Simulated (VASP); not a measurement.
# YAl3N4 (I-42m) in VASP: further runs, part 2 of 2

VASP 6.6.1. Earlier steps stand in the parts before.

## 3. Relaxation of cell and atoms, PBE

This run uses another cell than the first one, of 13.97 Å³/atom.

The input, INCAR:

```
  PREC = Accurate
  ENCUT = 600
  EDIFF = 1E-6
  ISMEAR = 0
  SIGMA = 0.1
  LREAL = F
  LASPH = T
  NELM = 100
  ALGO = Normal
  ISIF = 3
  LWAVE = F
  LCHARG = F
  GGA = PE
  IBRION = 2
  NSW = 90
  EDIFFG = -0.04
```

The input, KPOINTS:

```
Automatic mesh
0
Gamma
  6 6 6
```

The input, POSCAR:

```
YAl3N4
1.0
   -2.4083401000      2.4083401000      4.8166802000
    2.4083401000     -2.4083401000      4.8166802000
    2.4083401000      2.4083401000     -4.8166802000
Y Al N
1 3 4
Direct
    0.5000000000      0.5000000000      0.0000000000
    0.0000000000      0.0000000000      0.0000000000
    0.2500000000      0.7500000000      0.5000000000
    0.7500000000      0.2500000000      0.5000000000
    0.1250000000      0.1250000000      0.5000000000
    0.3750000000      0.8750000000      0.0000000000
    0.6250000000      0.6250000000      0.5000000000
    0.8750000000      0.3750000000      0.0000000000
```

Potentials or basis: VASP PAW PBE potentials, release 64 (Y_sv, Al, N).

Command:

```
cat potpaw_PBE.64/Y_sv/POTCAR potpaw_PBE.64/Al/POTCAR potpaw_PBE.64/N/POTCAR > POTCAR
mpirun -np 1 vasp_std > vasp.out
```

OUTCAR:

```text
PREC = Accurate
   ENCUT = 600
   EDIFF = 1E-6
   ISMEAR = 0
   LREAL = F
   LASPH = T
   NELM = 100
   ISIF = 3
   GGA = PE
   IBRION = 2
   NSW = 90
   EDIFFG = -0.04

 ion  position               nearest neighbor table
   1  0.500  0.500  0.000-   6 2.09   7 2.09   8 2.09   5 2.09   4 3.41   3 3.41   4 3.41   2 3.41
                             3 3.41   4 3.41   3 3.41   2 3.41   3 3.41   2 3.41   4 3.41   2 3.41
   2  0.000  0.000  0.000-   5 2.09   6 2.09   8 2.09   7 2.09   1 3.41   1 3.41   1 3.41   1 3.41

   3  0.250  0.750  0.500-   5 2.09   6 2.09   7 2.09   8 2.09   1 3.41   1 3.41   1 3.41   1 3.41

   4  0.750  0.250  0.500-   5 2.09   7 2.09   8 2.09   6 2.09   1 3.41   1 3.41   1 3.41   1 3.41

   5  0.125  0.125  0.500-   1 2.09   3 2.09   4 2.09   2 2.09
   6  0.375  0.875  0.000-   1 2.09   2 2.09   4 2.09   3 2.09
   7  0.625  0.625  0.500-   2 2.09   3 2.09   4 2.09   1 2.09
   8  0.875  0.375  0.000-   1 2.09   2 2.09   3 2.09   4 2.09

  LATTYP: Found a body centered tetragonal cell.
 ALAT       =     4.8166802000
 C/A-ratio  =     2.0000000000

  Lattice vectors:

 A1 = (  -2.4083401000,   2.4083401000,   4.8166802000)
 A2 = (   2.4083401000,  -2.4083401000,   4.8166802000)
 A3 = (   2.4083401000,   2.4083401000,  -4.8166802000)

Analysis of symmetry for initial positions (statically):
=====================================================================
 Subroutine PRICEL returns:
 Original cell was already a primitive cell.

 Routine SETGRP: Setting up the symmetry group for a
 body centered tetragonal supercell.

 Subroutine GETGRP returns: Found  8 space group operations
 (whereof  8 operations were pure point group operations)
 out of a pool of 16 trial point group operations.

The static configuration has the point symmetry D_2d.

Analysis of symmetry for dynamics (positions and initial velocities):
=====================================================================
 Subroutine PRICEL returns:
[... 143 lines left out ...]
  Fermi-wavevector in a.u.,A,eV,Ry     =   1.162377  2.196574 18.383108  1.351120
  Thomas-Fermi vector in A             =   2.298939
   LORBIT       =      0    0 simple, 1 ext, 2 COOP (PROOUT), +10 PAW based schemes
   GGA     = PE    functional components
   LHFCALC =     F    Hartree Fock is set to
   AEXX    =    0.0000 exact exchange contribution
   IVDW    =     0    specifies the selected vdW correction
   LEPSILON=     F    determine dielectric tensor
   LRPA    =     F    only Hartree local field effects (RPA)
 conjugate gradient relaxation of ions
 non-spin polarized calculation
 Gauss-broadening in eV      SIGMA  =   0.10
  energy-cutoff  :      600.00
  volume of cell :      111.75
 maximum number of plane-waves:      3768
   NGX = 23   NGY = 23   NGZ = 23

--------------------------------------- Ionic step        1  -------------------------------------------

 number of electron      39.9999999 magnetization

 Free energy of the ion-electron system (eV)
  ---------------------------------------------------
  ext. energy  EPLUGINS =         0.00000000
  ---------------------------------------------------
  free energy    TOTEN  =       -58.87194822 eV

  energy without entropy =      -58.87194822  energy(sigma->0) =      -58.87194822

------------------------ aborting loop because EDIFF is reached ----------------------------------------

  FORCE on cell =-STRESS in cart. coord.  units (eV):
  Direction    XX          YY          ZZ          XY          YZ          ZX
  --------------------------------------------------------------------------------------
  -------------------------------------------------------------------------------------
  Total       -6.5177327     -6.5177327     -6.6516962      0.0000000     -0.0000000      0.0000000
  in kB      -93.4466394    -93.4466394    -95.3673132      0.0000000     -0.0000000      0.0000000
  external PRESSURE =     -94.0868640 kB  Pullay stress =       0.0000000 kB
[... 323 lines left out ...]
--------------------------------------- Ionic step        9  -------------------------------------------

 number of electron      40.0000000 magnetization

 Free energy of the ion-electron system (eV)
  ---------------------------------------------------
  ext. energy  EPLUGINS =         0.00000000
  ---------------------------------------------------
  free energy    TOTEN  =       -61.21420910 eV

  energy without entropy =      -61.21420910  energy(sigma->0) =      -61.21420910

 E-fermi :   5.4403     XC(G=0): -10.6522

 val. band max:        4.9468824136   @ k =  -0.1667   0.3333   0.1667
 cond. band min:       7.5017237200   @ k =   0.0000   0.0000   0.0000
 fundamental gap:      2.5548413064
 Fermi energy:         5.4403269151

 k-point     1 :       0.0000    0.0000    0.0000
  band No.  band energies     occupation
      1     -35.1033      2.00000
      2     -15.4267      2.00000
      3     -15.4267      2.00000
      4     -15.4097      2.00000
      5      -9.4081      2.00000
      6      -7.1427      2.00000
[... 661 lines left out ...]
     24       9.3803      0.00000
     25      10.3609      0.00000

 [... further k-points ...]
[... 5 lines left out ...]
  --------------------------------------------------------------------------------------
  -------------------------------------------------------------------------------------
  Total        0.1911842      0.1911842     -0.0678926      0.0000000      0.0000000      0.0000000
  in kB        3.1213357      3.1213357     -1.1084369      0.0000000      0.0000000      0.0000000
  external PRESSURE =       1.7114115 kB  Pullay stress =       0.0000000 kB
[... 23 lines left out ...]
  FREE ENERGIE OF THE ION-ELECTRON SYSTEM (eV)
  ---------------------------------------------------
  free  energy   TOTEN  =       -61.2142091031 eV

  energy  without entropy=      -61.2142091031  energy(sigma->0) =      -61.21420910

 reached required accuracy - stopping structural energy minimisation
```

OSZICAR:

```text
N       E                     dE             d eps       ncg     rms          rms(c)
DAV:   1     0.222757836573E+03    0.22276E+03   -0.20649E+04  1508   0.162E+03
DAV:   2    -0.493958554189E+02   -0.27215E+03   -0.26596E+03  2122   0.330E+02
DAV:   3    -0.687166723078E+02   -0.19321E+02   -0.19271E+02  2259   0.878E+01
[... 85 lines left out ...]
DAV:   2    -0.612168241889E+02    0.36144E-02   -0.34086E-02  1789   0.118E+00    0.388E-01
DAV:   3    -0.612142101148E+02    0.26141E-02   -0.68486E-03  1881   0.535E-01    0.120E-01
DAV:   4    -0.612142116289E+02   -0.15141E-05   -0.91659E-04  1942   0.183E-01    0.846E-02
DAV:   5    -0.612142100198E+02    0.16091E-05   -0.55722E-05  2311   0.461E-02    0.345E-02
DAV:   6    -0.612142089854E+02    0.10344E-05   -0.13788E-05  1843   0.260E-02    0.831E-03
DAV:   7    -0.612142091031E+02   -0.11768E-06   -0.22824E-06  1460   0.102E-02
   9 F= -.61214209E+02 E0= -.61214209E+02  d E =-.641635E-02
```

CONTCAR:

```text
YAl3N4
   1.00000000000000
    -2.3389213299288936    2.3389213299288936    4.4846744731835804
     2.3389213299288936   -2.3389213299288936    4.4846744731835804
     2.3389213299288936    2.3389213299288936   -4.4846744731835804
  Y               Al              N
     1     3     4
Direct
     0.5000000000000000    0.5000000000000000    0.0000000000000000
     0.0000000000000000    0.0000000000000000    0.0000000000000000
     0.2500000000000000    0.7500000000000000    0.5000000000000000
     0.7500000000000000    0.2500000000000000    0.5000000000000000
     0.0835127712281999    0.0835127712281999    0.4419932378747739
     0.3584804666465740    0.9164872287718000    0.0000000000000000
     0.6415195333534258    0.6415195333534258    0.5580067621252263
     0.9164872287718000    0.3584804666465740    0.0000000000000000

  0.00000000E+00  0.00000000E+00  0.00000000E+00
  0.00000000E+00  0.00000000E+00  0.00000000E+00
  0.00000000E+00  0.00000000E+00  0.00000000E+00
  0.00000000E+00  0.00000000E+00  0.00000000E+00
  0.00000000E+00  0.00000000E+00  0.00000000E+00
  0.00000000E+00  0.00000000E+00  0.00000000E+00
  0.00000000E+00  0.00000000E+00  0.00000000E+00
  0.00000000E+00  0.00000000E+00  0.00000000E+00
```

It took 18 min on 1 thread of AMD EPYC 7R13, shared host; peak memory 0.41 GiB.

Results:

* Free energy: -61.2142 eV
* Relaxed volume: 12.27 Å³/atom
* Relaxed cell: a = 5.573 Å, b = 5.573 Å, c = 5.573 Å, α = 130.37°, β = 130.37°, γ = 72.82°
* Space group after relaxing (to 0.1 Å): I-42m (No. 121)
* Energy gained by relaxing: 292.8 meV/atom
* Ionic steps: 9
* Pressure after relaxing: 0.2 GPa
* Largest force after relaxing: 0.031 eV/Å
* Band gap on the k mesh: 2.55 eV (least direct gap 3.00 eV)

Forces on the atoms (eV/Å):
```
Y    0.000  0.000  0.000
Al   0.000  0.000  0.000
Al   0.000  0.000  0.000
Al   0.000  0.000  0.000
N    0.021  0.021 -0.009
N   -0.021  0.021  0.009
N   -0.021 -0.021 -0.009
N    0.021 -0.021  0.009
```

Stress tensor (GPa, compression positive):
```
 0.31  0.00  0.00
 0.00  0.31  0.00
 0.00  0.00 -0.11
```

Step by step:
```
step  energy change (eV)  largest force (eV/Å)  pressure (GPa)  volume (Å³)
   1              0.0000                4.1815           -9.41       111.75
   2             -2.2900                0.4779           -0.57        99.00
   3             -2.3074                0.2492            1.03        97.81
   4             -2.3069                0.2784            0.68        98.08
   5             -2.3252                0.0454           -0.87        98.93
   6             -2.3257                0.0707           -1.16        99.10
   7             -2.3355                0.1458            0.30        98.16
   8             -2.3358                0.1639            0.62        97.96
   9             -2.3423                0.0309            0.17        98.13
```

Final structure:
```xyz
8
Lattice="-2.3389 2.3389 4.4847 2.3389 -2.3389 4.4847 2.3389 2.3389 -4.4847" Properties=species:S:1:pos:R:3 pbc="T T T"
Y     0.0000    0.0000    4.4847
Al    0.0000    0.0000    0.0000
Al    2.3389    0.0000    2.2423
Al    0.0000    2.3389    2.2423
N     1.0338    1.0338   -1.2331
N     1.3051   -1.3051    5.7178
N     1.3051    1.3051    3.2515
N    -1.3051    1.3051    5.7178
```

Levels at points of the mesh, in eV from the valence-band top:
```tsv
k point	band 18	band 19	band 20	band 21	band 22	band 23
(0.00, 0.00, 0.00)	-0.70	-0.44	-0.44	2.55	2.68	4.46
(0.50, 0.00, 0.00)	-0.80	-0.20	-0.08	4.19	4.70	5.04
(0.50, 0.50, 0.00)	-0.78	-0.46	-0.24	5.07	5.14	5.45
(0.50, 0.50, 0.50)	-1.28	-0.67	-0.67	3.48	3.48	4.46
```
